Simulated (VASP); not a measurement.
# CuBiSeO (P4/nmm) in VASP: single point with LDA

Aim: the single point of CuBiSeO with LDA.

All numbers are computed with VASP 6.6.1; they aren't measurements. Logs are shortened: lines on timing, memory, paths and dates and some standing lists are left out, and cuts for length are marked.

## (1) The cell of the first run

Symmetry: P4/nmm, No. 129, tetragonal system. The conventional cell has a = 3.858 Å, b = 3.858 Å, c = 8.816 Å, α = 90.00°, β = 90.00°, γ = 90.00°. Within 3.2 Å of Cu (site symmetry -4m2) lie 4 Se at 2.45 Å and 4 Cu at 2.73 Å. Within 3.0 Å of Bi (site symmetry 4mm) lie 4 O at 2.30 Å. Within 3.2 Å of Se (site symmetry 4mm) lie 4 Cu at 2.45 Å and 4 Bi at 3.18 Å. O (site symmetry -4m2) has 4 Bi at 2.30 Å and 4 O at 2.73 Å within 3.0 Å.

## (2) Single point, LDA

INCAR reads:

```
SYSTEM = CuBiSeO
  ALGO = Normal
  EDIFF = 1E-7
  ENCUT = 520
  GGA = CA
  ISIF = 2
  ISMEAR = 0
  LASPH = .True.
  LCHARG = .False.
  LREAL = .False.
  LWAVE = .False.
  NBANDS = 48
  NELM = 100
  PREC = Accurate
  SIGMA = 0.01
```

KPOINTS reads:

```
k-points
0
Gamma
  10 10 4
  0 0 0
```

POSCAR reads:

```
CuBiSeO
1.0
    3.8579470846      0.0000000000      0.0000000000
    0.0000000000      3.8579470846      0.0000000000
    0.0000000000      0.0000000000      8.8162494993
Cu Bi Se O
2 2 2 2
Direct
    0.0000000000      0.0000000000      0.5000000000
    0.5000000000      0.5000000000      0.5000000000
    0.0000000000      0.5000000000      0.8575761804
    0.5000000000      0.0000000000      0.1424238196
    0.5000000000      0.0000000000      0.6721606642
    0.0000000000      0.5000000000      0.3278393358
    0.5000000000      0.5000000000      0.0000000000
    0.0000000000      0.0000000000      0.0000000000
```

Potentials or basis: VASP PAW LDA potentials, release 64 (Cu, Bi_d, Se, O).

The run is started by

```bash
$ cat potpaw_LDA.64/Cu/POTCAR potpaw_LDA.64/Bi_d/POTCAR potpaw_LDA.64/Se/POTCAR potpaw_LDA.64/O/POTCAR > POTCAR
$ mpirun -np 1 vasp_std > vasp.out
```

OUTCAR:

```text
SYSTEM = CuBiSeO
   EDIFF = 1E-7
   ENCUT = 520
   GGA = CA
   ISIF = 2
   ISMEAR = 0
   LASPH = .True.
   LREAL = .False.
   NELM = 100
   PREC = Accurate

 ion  position               nearest neighbor table
   1  0.000  0.000  0.500-   5 2.45   6 2.45   6 2.45   5 2.45   2 2.73   2 2.73   2 2.73   2 2.73

   2  0.500  0.500  0.500-   5 2.45   6 2.45   5 2.45   6 2.45   1 2.73   1 2.73   1 2.73   1 2.73

   3  0.000  0.500  0.858-   7 2.30   8 2.30   8 2.30   7 2.30   5 3.18   5 3.18   5 3.18   5 3.18
                             4 3.71   4 3.71   4 3.71   4 3.71
   4  0.500  0.000  0.142-   7 2.30   8 2.30   7 2.30   8 2.30   6 3.18   6 3.18   6 3.18   6 3.18
                             3 3.71   3 3.71   3 3.71   3 3.71
   5  0.500  0.000  0.672-   1 2.45   2 2.45   2 2.45   1 2.45   3 3.18   3 3.18   3 3.18   3 3.18

   6  0.000  0.500  0.328-   1 2.45   2 2.45   1 2.45   2 2.45   4 3.18   4 3.18   4 3.18   4 3.18

   7  0.500  0.500  0.000-   3 2.30   4 2.30   4 2.30   3 2.30
   8  0.000  0.000  0.000-   3 2.30   4 2.30   3 2.30   4 2.30

  LATTYP: Found a simple tetragonal cell.
 ALAT       =     3.8579470846
 C/A-ratio  =     2.2852178389

  Lattice vectors:

 A1 = (   3.8579470846,   0.0000000000,   0.0000000000)
 A2 = (   0.0000000000,   3.8579470846,   0.0000000000)
 A3 = (   0.0000000000,   0.0000000000,   8.8162494993)

Analysis of symmetry for initial positions (statically):
=====================================================================
 Subroutine PRICEL returns:
 Original cell was already a primitive cell.

 Routine SETGRP: Setting up the symmetry group for a
 simple tetragonal supercell.

 Subroutine GETGRP returns: Found 16 space group operations
 (whereof  8 operations were pure point group operations)
 out of a pool of 16 trial point group operations.

The static configuration has the point symmetry D_2d.
 The point group associated with its full space group is D_4h.

Analysis of symmetry for dynamics (positions and initial velocities):
=====================================================================
 Subroutine PRICEL returns:
 Original cell was already a primitive cell.

 Routine SETGRP: Setting up the symmetry group for a
 simple tetragonal supercell.

 Subroutine GETGRP returns: Found 16 space group operations
 (whereof  8 operations were pure point group operations)
 out of a pool of 16 trial point group operations.

The dynamic configuration has the point symmetry D_2d.
[... 118 lines left out ...]
   ISIF   =      2    stress and relaxation
   ISYM   =      2    0-nonsym 1-usesym 2-fastsym
   POTIM  = 0.5000    time-step for ionic-motion
   TEBEG  =    0.0;   TEEND  =   0.0 temperature during run
   PSTRESS=    0.0 pullay stress
   NELECT =      76.0000    total number of electrons
   NUPDOWN=      -1.0000    fix difference up-down
   EMIN   =  10.00;   EMAX   =-10.00  energy-range for DOS
   EFERMI =   0.00;   METHOD = LEGACY
   ISMEAR =     0;   SIGMA  =   0.01  broadening in eV -4-tet -1-fermi 0-gaus
   EFERMI_NEDOS =   21; number of points for ismear=-14 and -15
   IALGO  =     38    algorithm
   IMIX   =      4    mixing-type and parameters
     AMIX     =   0.40;   BMIX     =  1.00
     AMIX_MAG =   1.60;   BMIX_MAG =  1.00
  volume/ion in A,a.u.               =      16.40       110.69
  Fermi-wavevector in a.u.,A,eV,Ry     =   1.364627  2.578771 25.336855  1.862206
  Thomas-Fermi vector in A             =   2.490926
   LORBIT       =      0    0 simple, 1 ext, 2 COOP (PROOUT), +10 PAW based schemes
   GGA     = CA    functional components
   LHFCALC =     F    Hartree Fock is set to
   AEXX    =    0.0000 exact exchange contribution
   IVDW    =     0    specifies the selected vdW correction
   LEPSILON=     F    determine dielectric tensor
   LRPA    =     F    only Hartree local field effects (RPA)
 non-spin polarized calculation
 Gauss-broadening in eV      SIGMA  =   0.01
  energy-cutoff  :      520.00
  volume of cell :      131.22
 maximum number of plane-waves:      3568
 NGX is ok and might be reduce to    30
   NGX = 15   NGY = 15   NGZ = 33

 number of electron      75.9999972 magnetization

 Free energy of the ion-electron system (eV)
  ---------------------------------------------------
  ext. energy  EPLUGINS =         0.00000000
  ---------------------------------------------------
  free energy    TOTEN  =       -43.86329318 eV

  energy without entropy =      -43.86329318  energy(sigma->0) =      -43.86329318

 E-fermi :   7.6532     XC(G=0): -11.4962

 val. band max:        7.5464791353   @ k =   0.2000   0.1000   0.0000
 cond. band min:       7.9032513580   @ k =   0.0000   0.0000   0.5000
 fundamental gap:      0.3567722227
 Fermi energy:         7.6532024163

 k-point     1 :       0.0000    0.0000    0.0000
  band No.  band energies     occupation
      1     -16.2312      2.00000
      2     -16.0095      2.00000
      3     -16.0095      2.00000
      4     -16.0068      2.00000
      5     -15.9897      2.00000
      6     -15.9523      2.00000
[... 1213 lines left out ...]
     47      13.0843      0.00000
     48      13.7490      0.00000

 [... further k-points ...]

------------------------ aborting loop because EDIFF is reached ----------------------------------------

  FORCE on cell =-STRESS in cart. coord.  units (eV):
  Direction    XX          YY          ZZ          XY          YZ          ZX
  --------------------------------------------------------------------------------------
  -------------------------------------------------------------------------------------
  Total        0.3901008      0.3901008      0.3409044      0.0000000     -0.0000000      0.0000000
  in kB        4.7631140      4.7631140      4.1624286      0.0000000     -0.0000000      0.0000000
  external PRESSURE =       4.5628855 kB  Pullay stress =       0.0000000 kB

 VOLUME and BASIS-vectors are now :
 -----------------------------------------------------------------------------
  energy-cutoff  :      520.00
  volume of cell :      131.22
      direct lattice vectors                 reciprocal lattice vectors
     3.857947085  0.000000000  0.000000000     0.259205214  0.000000000  0.000000000
     0.000000000  3.857947085  0.000000000     0.000000000  0.259205214  0.000000000
     0.000000000  0.000000000  8.816249499     0.000000000  0.000000000  0.113426917

 POSITION                                       TOTAL-FORCE (eV/Angst)
 -----------------------------------------------------------------------------------
      0.00000      0.00000      4.40812         0.000000      0.000000      0.000000
      1.92897      1.92897      4.40812         0.000000     -0.000000      0.000000
      0.00000      1.92897      7.56061        -0.000000      0.000000     -0.072355
      1.92897      0.00000      1.25564         0.000000      0.000000      0.072355
      1.92897      0.00000      5.92594        -0.000000      0.000000      0.034992
      0.00000      1.92897      2.89031         0.000000      0.000000     -0.034992
      1.92897      1.92897      0.00000         0.000000     -0.000000      0.000000
      0.00000      0.00000      0.00000        -0.000000      0.000000      0.000000
 -----------------------------------------------------------------------------------
    total drift:                                0.000000      0.000000      0.000000

  FREE ENERGIE OF THE ION-ELECTRON SYSTEM (eV)
  ---------------------------------------------------
  free  energy   TOTEN  =       -43.8632931787 eV

  energy  without entropy=      -43.8632931787  energy(sigma->0) =      -43.86329318
```

OSZICAR:

```text
N       E                     dE             d eps       ncg     rms          rms(c)
DAV:   1     0.892544559870E+03    0.89254E+03   -0.35271E+04  6096   0.209E+03
DAV:   2     0.111790893998E+03   -0.78075E+03   -0.74820E+03  6128   0.552E+02
DAV:   3    -0.378715376884E+02   -0.14966E+03   -0.14305E+03  7832   0.236E+02
DAV:   4    -0.489346824034E+02   -0.11063E+02   -0.10908E+02  8416   0.665E+01
DAV:   5    -0.492943137145E+02   -0.35963E+00   -0.35921E+00  9192   0.136E+01    0.160E+01
DAV:   6    -0.458526131178E+02    0.34417E+01   -0.40540E+01  9376   0.980E+01    0.981E+00
DAV:   7    -0.438318414070E+02    0.20208E+01   -0.12246E+01  8008   0.731E+01    0.392E+00
DAV:   8    -0.439012392425E+02   -0.69398E-01   -0.20924E+00  8392   0.694E+00    0.200E+00
DAV:   9    -0.438670480812E+02    0.34191E-01   -0.11990E-01  9464   0.306E+00    0.519E-01
DAV:  10    -0.438640077153E+02    0.30404E-02   -0.47254E-02  8456   0.372E+00    0.240E-01
DAV:  11    -0.438632286170E+02    0.77910E-03   -0.67439E-03  8792   0.155E+00    0.720E-02
DAV:  12    -0.438633251397E+02   -0.96523E-04   -0.10395E-03  8952   0.486E-01    0.462E-02
DAV:  13    -0.438632914117E+02    0.33728E-04   -0.32656E-04  9480   0.312E-01    0.984E-03
DAV:  14    -0.438632935513E+02   -0.21397E-05   -0.42334E-05  9072   0.718E-02    0.673E-03
DAV:  15    -0.438632932036E+02    0.34770E-06   -0.53618E-06  8968   0.236E-02    0.253E-03
DAV:  16    -0.438632931787E+02    0.24902E-07   -0.84888E-07  8048   0.109E-02
   1 F= -.43863293E+02 E0= -.43863293E+02  d E =-.386309E-53
```

Wall time 5.9 min (1 thread of AMD EPYC 7R13 (Zen 3), shared host); peak memory 0.42 GiB.

What came out:

```
Free energy            : -43.8633 eV
Pressure               : 0.5 GPa
Largest force          : 0.072 eV/Å
Band gap on the k mesh : 0.36 eV (least direct gap 0.41 eV)
```

Forces on the atoms (eV/Å):
```
Cu   0.000  0.000  0.000
Cu   0.000  0.000  0.000
Bi   0.000  0.000 -0.072
Bi   0.000  0.000  0.072
Se   0.000  0.000  0.035
Se   0.000  0.000 -0.035
O    0.000  0.000  0.000
O    0.000  0.000  0.000
```

Levels at points of the mesh, in eV from the valence-band top:
| k point | band 36 | band 37 | band 38 | band 39 | band 40 | band 41 |
| --- | --- | --- | --- | --- | --- | --- |
| (0.00, 0.00, 0.00) | -0.85 | -0.44 | -0.44 | 0.50 | 1.05 | 3.38 |
| (0.50, 0.00, 0.00) | -0.68 | -0.27 | -0.27 | 1.99 | 1.99 | 3.11 |
| (0.50, 0.50, 0.00) | -2.00 | -1.38 | -1.38 | 0.71 | 0.71 | 2.69 |
| (0.00, 0.00, 0.50) | -0.82 | -0.05 | -0.05 | 0.36 | 0.61 | 2.48 |
| (0.50, 0.00, 0.50) | -0.61 | -0.30 | -0.30 | 1.84 | 1.84 | 3.19 |
| (0.50, 0.50, 0.50) | -2.00 | -1.17 | -1.17 | 1.80 | 1.80 | 2.59 |

Caveat: spin-orbit coupling is left out, which moves the levels of the heavy elements.
